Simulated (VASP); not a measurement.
# ZnSe: single point with PBE

Crystal: ZnSe.

```xyz
2
Lattice="0.0000 2.8324 2.8324 2.8324 0.0000 2.8324 2.8324 2.8324 0.0000" Properties=species:S:1:pos:R:3 pbc="T T T"
Zn    0.0000    0.0000    0.0000
Se    1.4162    1.4162    1.4162
```

```
Program             : VASP 6.6.1
Task                : single point
Functional          : PBE
Potentials or basis : VASP PAW PBE potentials, release 64 (Zn, Se)
Cutoff              : 520 eV
k mesh              : 4 × 4 × 4
Occupations         : gaussian, width 0.01 eV
Spin                : no spin polarisation
```

```
Pressure               : 2.8 GPa
Band gap on the k mesh : 1.28 eV, direct
```

Levels at points of the mesh, in eV from the valence-band top:
```csv
k point,band 5,band 6,band 7,band 8,band 9,band 10,band 11,band 12,band 13,band 14
"(0.00, 0.00, 0.00)",-6.21,-6.21,0.00,0.00,0.00,1.28,5.78,5.78,5.78,9.92
"(0.50, 0.00, 0.00)",-6.19,-6.05,-5.25,-0.87,-0.87,2.53,6.36,6.36,8.58,10.97
"(0.50, 0.50, 0.00)",-6.16,-6.03,-4.78,-2.20,-2.20,2.96,3.44,10.75,11.24,11.24
```

Run time: 6 s on 1 thread of Intel(R) Xeon(R) 6975P-C (Granite Rapids) (shared host), peak memory 0.16 GiB.

Caveat: the k points lie up to 0.48 Å⁻¹ apart. As with any semilocal functional, this PBE gap is likely too small.
